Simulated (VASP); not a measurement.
# Cs (Im-3m) in VASP: a series of runs

Cs is run at these levels: r2SCAN; tasks: single point, relaxation of cell and atoms.

Program: VASP 6.6.1. These are calculated values, not measurements. Logs are shortened: lines on timing, memory, paths and dates and some standing lists are left out, and cuts for length are marked.

**1. The cell of the first run**

Symmetry: Im-3m, No. 229, cubic system. The conventional cell has a = 6.257 Å, b = 6.257 Å, c = 6.257 Å, α = 90.00°, β = 90.00°, γ = 90.00°.

**2. Single point, r2SCAN**

The input, POSCAR:

```
Cs
1.0
   -3.1284650614      3.1284650614      3.1284650614
    3.1284650614     -3.1284650614      3.1284650614
    3.1284650614      3.1284650614     -3.1284650614
Cs
1
Direct
    0.0000000000      0.0000000000      0.0000000000
```

The input, INCAR.step1:

```
  PREC = Accurate
  ENCUT = 520
  ISMEAR = 0
  SIGMA = 0.1
  LREAL = False
  LASPH = True
  NELM = 80
  NBANDS = 10
  GGA = PE
  ALGO = Normal
  EDIFF = 1E-4
  LWAVE = True
  LCHARG = False
```

The input, INCAR.step2:

```
  PREC = Accurate
  ENCUT = 520
  EDIFF = 1E-7
  ISMEAR = 0
  SIGMA = 0.1
  LREAL = False
  LASPH = True
  NELM = 80
  ALGO = Normal
  ISIF = 2
  LWAVE = False
  LCHARG = False
  METAGGA = R2SCAN
  LMIXTAU = True
  NBANDS = 10
  ISTART = 1
```

The input, KPOINTS:

```
regular mesh
0
Gamma
  10 10 10
```

Potentials or basis: VASP PAW PBE potentials, release 64 (Cs_sv).

Started as:

```
$ cat potpaw_PBE.64/Cs_sv/POTCAR > POTCAR
$ cp INCAR.step1 INCAR
$ mpirun -np 1 vasp_std > vasp.out
$ cp INCAR.step2 INCAR
$ mpirun -np 1 vasp_std > vasp.out
```

OUTCAR:

```text
PREC = Accurate
   ENCUT = 520
   EDIFF = 1E-7
   ISMEAR = 0
   LREAL = False
   LASPH = True
   NELM = 80
   ISIF = 2
   METAGGA = R2SCAN
   ISTART = 1

 ion  position               nearest neighbor table
   1  0.000  0.000  0.000-

  LATTYP: Found a body centered cubic cell.
 ALAT       =     6.2569301228

  Lattice vectors:

 A1 = (  -3.1284650614,   3.1284650614,   3.1284650614)
 A2 = (   3.1284650614,  -3.1284650614,   3.1284650614)
 A3 = (   3.1284650614,   3.1284650614,  -3.1284650614)

Analysis of symmetry for initial positions (statically):
=====================================================================
 Subroutine PRICEL returns:
 Original cell was already a primitive cell.

 Routine SETGRP: Setting up the symmetry group for a
 body centered cubic supercell.

 Subroutine GETGRP returns: Found 48 space group operations
 (whereof 48 operations were pure point group operations)
 out of a pool of 48 trial point group operations.

The static configuration has the point symmetry O_h .

Analysis of symmetry for dynamics (positions and initial velocities):
=====================================================================
 Subroutine PRICEL returns:
 Original cell was already a primitive cell.

 Routine SETGRP: Setting up the symmetry group for a
 body centered cubic supercell.

 Subroutine GETGRP returns: Found 48 space group operations
 (whereof 48 operations were pure point group operations)
 out of a pool of 48 trial point group operations.

The dynamic configuration has the point symmetry O_h .

 Subroutine INISYM returns: Found 48 space group operations
 (whereof 48 operations are pure point group operations),
 and found     1 'primitive' translations

----------------------------------------------------------------------------------------

                                     Primitive cell

  volume of cell :     122.4768

  direct lattice vectors                    reciprocal lattice vectors
    -3.128465061  3.128465061  3.128465061     0.000000000  0.159822785  0.159822785
     3.128465061 -3.128465061  3.128465061     0.159822785  0.000000000  0.159822785
     3.128465061  3.128465061 -3.128465061     0.159822785  0.159822785  0.000000000

  length of vectors
     5.418660436  5.418660436  5.418660436     0.226023551  0.226023551  0.226023551

  position of ions in fractional coordinates (direct lattice)
     0.000000000  0.000000000  0.000000000

  ion indices of the primitive-cell ions
   primitive index   ion index
                 1           1

----------------------------------------------------------------------------------------

 KPOINTS: regular mesh

Automatic generation of k-mesh.
 Grid dimensions read from file:
 generate k-points for:   10   10   10

 Generating k-lattice:

  Cartesian coordinates                     Fractional coordinates (reciprocal lattice)
     0.000000000  0.015982279  0.015982279     0.100000000  0.000000000  0.000000000
     0.015982279  0.000000000  0.015982279     0.000000000  0.100000000  0.000000000
     0.015982279  0.015982279  0.000000000     0.000000000  0.000000000  0.100000000

  Length of vectors
     0.022602355  0.022602355  0.022602355

  Shift w.r.t. Gamma in fractional coordinates (k-lattice)
     0.000000000  0.000000000  0.000000000

 Subroutine IBZKPT returns following result:
 ===========================================

 Found     47 irreducible k-points:

 Following reciprocal coordinates:
            Coordinates               Weight
  0.000000  0.000000  0.000000      1.000000
  0.100000  0.000000  0.000000     12.000000
  0.200000  0.000000  0.000000     12.000000
  0.300000  0.000000  0.000000     12.000000
  0.400000  0.000000  0.000000     12.000000
  0.500000  0.000000  0.000000      6.000000
[... 16 lines left out ...]
  0.300000  0.300000  0.100000      8.000000
 -0.300000  0.300000  0.100000     24.000000
 [... further k-points ...]
   k-points           NKPTS =     47   k-points in BZ     NKDIM =     47   number of bands    NBANDS=     10
   number of dos      NEDOS =    301   number of ions     NIONS =      1
   total plane-waves  NPLWV =  64000
   dimension x,y,z NGX =    40 NGY =   40 NGZ =   40
   dimension x,y,z NGXF=    80 NGYF=   80 NGZF=   80
   ions per type =               1
   NGX,Y,Z   is equivalent  to a cutoff of  12.27, 12.27, 12.27 a.u.
   NGXF,Y,Z  is equivalent  to a cutoff of  24.54, 24.54, 24.54 a.u.
 SYSTEM =  unknown system
   PREC   = accura    normal or accurate (medium, high low for compatibility)
   ISTART =      1    job   : 0-new  1-cont  2-samecut
   ICHARG =      0    charge: 1-file 2-atom 10-const
   ISPIN  =      1    spin polarized calculation?
   LNONCOLLINEAR =      F non collinear calculations
   LSORBIT =      F    spin-orbit coupling
   LASPH  =      T    aspherical Exc in radial PAW
   ENCUT  =  520.0 eV  38.22 Ry    6.18 a.u.  10.08 10.08 10.08*2*pi/ulx,y,z
   NELM   =     80;   NELMIN=  2; NELMDL=  0     # of ELM steps
   EDIFF  = 0.1E-06   stopping-criterion for ELM
   LREAL  =      F    real-space projection
   EDIFFG = 0.1E-05   stopping-criterion for IOM
   NSW    =      0    number of steps for IOM
   IBRION =     -1    ionic relax: 0-MD 1-quasi-New 2-CG
   NFREE  =      0    steps in history (QN), initial steepest desc. (CG)
   ISIF   =      2    stress and relaxation
   ISYM   =      2    0-nonsym 1-usesym 2-fastsym
   POTIM  = 0.5000    time-step for ionic-motion
   TEBEG  =    0.0;   TEEND  =   0.0 temperature during run
   PSTRESS=    0.0 pullay stress
   NELECT =       9.0000    total number of electrons
   NUPDOWN=      -1.0000    fix difference up-down
   EMIN   =  10.00;   EMAX   =-10.00  energy-range for DOS
   EFERMI =   0.00;   METHOD = LEGACY
   ISMEAR =     0;   SIGMA  =   0.10  broadening in eV -4-tet -1-fermi 0-gaus
   EFERMI_NEDOS =   21; number of points for ismear=-14 and -15
   IALGO  =     38    algorithm
   IMIX   =      4    mixing-type and parameters
     AMIX     =   0.40;   BMIX     =  1.00
     AMIX_MAG =   1.60;   BMIX_MAG =  1.00
  volume/ion in A,a.u.               =     122.48       826.51
  Fermi-wavevector in a.u.,A,eV,Ry     =   0.685706  1.295796  6.397353  0.470192
  Thomas-Fermi vector in A             =   1.765724
   LORBIT       =      0    0 simple, 1 ext, 2 COOP (PROOUT), +10 PAW based schemes
   METAGGA = R2SCAN    functional components
   LHFCALC =     F    Hartree Fock is set to
   AEXX    =    0.0000 exact exchange contribution
   IVDW    =     0    specifies the selected vdW correction
   LEPSILON=     F    determine dielectric tensor
   LRPA    =     F    only Hartree local field effects (RPA)
 non-spin polarized calculation
 Gauss-broadening in eV      SIGMA  =   0.10
  energy-cutoff  :      520.00
  volume of cell :      122.48
 maximum number of plane-waves:      3332
   NGX = 21   NGY = 21   NGZ = 21

 number of electron       8.9999999 magnetization

 Free energy of the ion-electron system (eV)
  ---------------------------------------------------
  ext. energy  EPLUGINS =         0.00000000
  ---------------------------------------------------
  free energy    TOTEN  =       -25.01948427 eV

  energy without entropy =      -25.01135654  energy(sigma->0) =      -25.01542040

 E-fermi :   0.3995     XC(G=0):  -5.4727

 val. band max:        0.3972511079   @ k =  -0.3000   0.4000   0.2000
 cond. band min:       0.4077764766   @ k =   0.3000   0.2000   0.0000
 fundamental gap:      0.0105253687
 Fermi energy:         0.3995082820

 k-point     1 :       0.0000    0.0000    0.0000
  band No.  band energies     occupation
      1     -24.4422      2.00000
      2     -10.8169      2.00000
      3     -10.8169      2.00000
      4     -10.8169      2.00000
      5      -1.3285      2.00000
      6       3.1621      0.00000
      7       3.1621      0.00000
      8       3.1621      0.00000
      9       3.9969      0.00000
     10       3.9969      0.00000

 k-point     2 :       0.1000    0.0000    0.0000
  band No.  band energies     occupation
      1     -24.4417      2.00000
      2     -10.8280      2.00000
      3     -10.8204      2.00000
      4     -10.8170      2.00000
      5      -1.2188      2.00000
      6       3.0274      0.00000
      7       3.0297      0.00000
      8       3.2694      0.00000
      9       3.8140      0.00000
     10       3.9676      0.00000

 k-point     3 :       0.2000    0.0000    0.0000
  band No.  band energies     occupation
      1     -24.4403      2.00000
      2     -10.8568      2.00000
      3     -10.8296      2.00000
      4     -10.8171      2.00000
      5      -0.9031      2.00000
      6       2.5460      0.00000
      7       2.7513      0.00000
      8       3.5865      0.00000
      9       3.7913      0.00000
     10       3.9436      0.00000

 k-point     4 :       0.3000    0.0000    0.0000
  band No.  band energies     occupation
      1     -24.4386      2.00000
      2     -10.8916      2.00000
      3     -10.8409      2.00000
      4     -10.8172      2.00000
      5      -0.4234      2.00000
      6       1.9780      0.00000
      7       2.4849      0.00000
      8       3.9168      0.00000
      9       4.0162      0.00000
     10       4.0990      0.00000
[... 222 lines left out ...]
 k-point    22 :      -0.2000    0.2000    0.1000
  band No.  band energies     occupation
      1     -24.4399      2.00000
      2     -10.8568      2.00000
      3     -10.8333      2.00000
      4     -10.8258      2.00000
      5      -0.8007      2.00000
      6       2.5669      0.00000
      7       2.7940      0.00000
      8       3.2355      0.00000
      9       3.5595      0.00000
     10       4.3255      0.00000

 k-point    23 :       0.3000    0.3000    0.1000
  band No.  band energies     occupation
      1     -24.4364      2.00000
      2     -10.8876      2.00000
      3     -10.8876      2.00000
      4     -10.8404      2.00000
      5       1.2907      0.00000
      6       1.2907      0.00000
      7       1.4012      0.00000
      8       3.5820      0.00000
      9       4.4171      0.00000
     10       4.4171      0.00000

 k-point    24 :      -0.3000    0.3000    0.1000
  band No.  band energies     occupation
      1     -24.4382      2.00000
      2     -10.8900      2.00000
      3     -10.8448      2.00000
      4     -10.8255      2.00000
      5      -0.3289      2.00000
      6       1.9852      0.00000
      7       2.5543      0.00000
      8       3.3457      0.00000
      9       4.0625      0.00000
     10       4.3741      0.00000

 [... further k-points ...]
[... 5 lines left out ...]
  --------------------------------------------------------------------------------------
  -------------------------------------------------------------------------------------
  Total        0.0109501      0.0109501      0.0109501      0.0000000      0.0000000     -0.0000000
  in kB        0.1432430      0.1432430      0.1432430      0.0000000      0.0000000     -0.0000000
  external PRESSURE =       0.1432430 kB  Pullay stress =       0.0000000 kB

 VOLUME and BASIS-vectors are now :
 -----------------------------------------------------------------------------
  energy-cutoff  :      520.00
  volume of cell :      122.48
      direct lattice vectors                 reciprocal lattice vectors
    -3.128465061  3.128465061  3.128465061     0.000000000  0.159822785  0.159822785
     3.128465061 -3.128465061  3.128465061     0.159822785  0.000000000  0.159822785
     3.128465061  3.128465061 -3.128465061     0.159822785  0.159822785  0.000000000

 POSITION                                       TOTAL-FORCE (eV/Angst)
 -----------------------------------------------------------------------------------
      0.00000      0.00000      0.00000        -0.000000      0.000000      0.000000
 -----------------------------------------------------------------------------------
    total drift:                               -0.000000      0.000000      0.000000

  FREE ENERGIE OF THE ION-ELECTRON SYSTEM (eV)
  ---------------------------------------------------
  free  energy   TOTEN  =       -25.0194842653 eV

  energy  without entropy=      -25.0113565443  energy(sigma->0) =      -25.01542040
```

Run time: 2.7 min. Hardware: 1 thread of AMD EPYC 9R45 (Zen 5), shared host; peak memory 0.24 GiB.

Results:

```
Free energy            : -25.0195 eV
Pressure               : 0.0 GPa
Band gap on the k mesh : zero (an odd number of electrons rules out a gap without spin polarisation)
```

Caveat: the PAW data sets were made with another functional, which shifts forces and pressure a little; spin-orbit coupling is left out, which moves the levels of the heavy elements.

**3. Relaxation of cell and atoms, r2SCAN**

POSCAR is that of step 2.

The input, INCAR.step1:

```
PREC = Accurate
ENCUT = 600
ISMEAR = 0
SIGMA = 0.1
LREAL = False
LASPH = True
NELM = 80
GGA = PE
ALGO = Normal
EDIFF = 1E-4
LWAVE = True
LCHARG = False
```

The input, INCAR.step2:

```
PREC = Accurate
ENCUT = 600
EDIFF = 1E-6
ISMEAR = 0
SIGMA = 0.1
LREAL = False
LASPH = True
NELM = 80
ALGO = Normal
ISIF = 3
LWAVE = False
LCHARG = False
METAGGA = R2SCAN
LMIXTAU = True
IBRION = 2
NSW = 100
EDIFFG = -0.005
ISTART = 1
```

KPOINTS is that of step 2.

Potentials or basis: VASP PAW PBE potentials, release 64 (Cs_sv).

Started as:

```
$ cat potpaw_PBE.64/Cs_sv/POTCAR > POTCAR
$ cp INCAR.step1 INCAR
$ mpirun -np 1 vasp_std > vasp.out
$ cp INCAR.step2 INCAR
$ mpirun -np 1 vasp_std > vasp.out
```

It took 12 min on 1 thread of AMD EPYC 9R45 (Zen 5), shared host; peak memory 0.34 GiB.

The run converged. Its results:

* Free energy: -25.0194 eV
* Relaxed volume: 123.55 Å³/atom
* Relaxed cell: a = 5.434 Å, b = 5.434 Å, c = 5.434 Å, α = 109.47°, β = 109.47°, γ = 109.47°
* Space group after relaxing (to 0.1 Å): Im-3m (No. 229)
* Energy gained by relaxing: 0.1 meV/atom
* Ionic steps: 5
* Pressure after relaxing: 0.0 GPa
* Band gap on the k mesh: zero (an odd number of electrons rules out a gap without spin polarisation)

Final structure:
```
Cs
1.0
    -3.13759    3.13759    3.13759
     3.13759   -3.13759    3.13759
     3.13759    3.13759   -3.13759
Cs
1
Direct
  0.00000 0.00000 0.00000
```

Levels at points of the mesh, in eV from the Fermi level:
```
           k point  band 2  band 3  band 4  band 5  band 6  band 7
(0.00, 0.00, 0.00)  -11.22  -11.22  -11.22   -1.72    2.76    2.76
(0.50, 0.00, 0.00)  -11.33  -11.26  -11.22    0.12    0.72    1.85
(0.50, 0.50, 0.50)  -11.30  -11.30  -11.30    0.70    0.70    3.06
```

Caveat: the PAW data sets were made with another functional, which shifts forces and pressure a little; spin-orbit coupling is left out, which moves the levels of the heavy elements.
